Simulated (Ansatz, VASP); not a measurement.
# One calculation of Te, two programs

INCAR

```
SYSTEM = Te
PREC = Accurate
ENCUT = 520
EDIFF = 1E-6
ISMEAR = -1
SIGMA = 0.05
LREAL = .False.
LASPH = .True.
NELM = 100
ALGO = Normal
ISIF = 2
LWAVE = .False.
LCHARG = .False.
GGA = PE
NBANDS = 16
```

Contents of KPOINTS:

```
Automatic mesh
0
Gamma
  7 7 5
  0 0 0
```

POSCAR

```
Te
1.0
    4.5341468484      0.0000000000      0.0000000000
   -2.2670734242      3.9266863553      0.0000000000
    0.0000000000      0.0000000000      6.0309282756
Te
3
Direct
    0.7310000000      0.7310000000      0.5000000000
    0.0000000000      0.2690000000      0.8333333333
    0.2690000000      0.0000000000      0.1666666667
```

The input input.yaml:

```yaml
crystal:
  lattice:
    - [4.5341468484, 0.0, 0.0]
    - [-2.2670734242, 3.9266863553, 0.0]
    - [0.0, 0.0, 6.0309282756]
  atoms:
    - { symbol: Te, position: [0.731, 0.731, 0.5] }
    - { symbol: Te, position: [0.0, 0.269, 0.8333333333] }
    - { symbol: Te, position: [0.269, 0.0, 0.1666666667] }
hamiltonian:
  xc: pbe
  pseudopotentials: { kind: paw }
kpoints:
  mp_grid: { grid: [7, 7, 5] }
scf:
  occupations: { method: fermi_dirac, width: 0.05 }
output:
  forces: true
  stress: true
  eigenvalues: true
```

Alike in both runs: task single point; functional PBE; k mesh 7 × 7 × 5; occupations fermi-dirac, width 0.05 eV; no spin polarisation.

|  | VASP | Ansatz |
| --- | --- | --- |
| version | VASP 6.6.1 | Ansatz 0.2.0 |
| potentials or method | VASP PAW PBE potentials, release 64 (Te) | Ansatz PAW |
| plane-wave cutoff (eV) | 520 | 420 |
| valence electrons in the cell | 18 | 48 |

```tsv
	VASP	Ansatz	Ansatz less VASP
gap on the k mesh at the Fermi level (eV)	0.64	0.64	+0.003
least direct gap on the mesh (eV)	0.75	0.76	+0.010
pressure (GPa)	-1.0	-1.0	+0.01
traceless stress, the component that is largest in VASP (GPa)	-0.43	-0.44	-0.008
rms of the force components (eV/Å)	0.063	0.067	+0.0038
```

Atom by atom the forces differ by 0.004 eV/Å (rms over components). With one functional, cell and mesh, what is left measures potentials, basis and numerics. VASP's potentials hold 18 valence electrons a cell and Ansatz's 48, so a difference there can come from the potentials and not from the codes.

Spin-orbit coupling is off throughout. Noted on Ansatz's run: odd divisions of the mesh miss points on the zone boundary, where band edges often lie, so the gap on the mesh can be too wide.
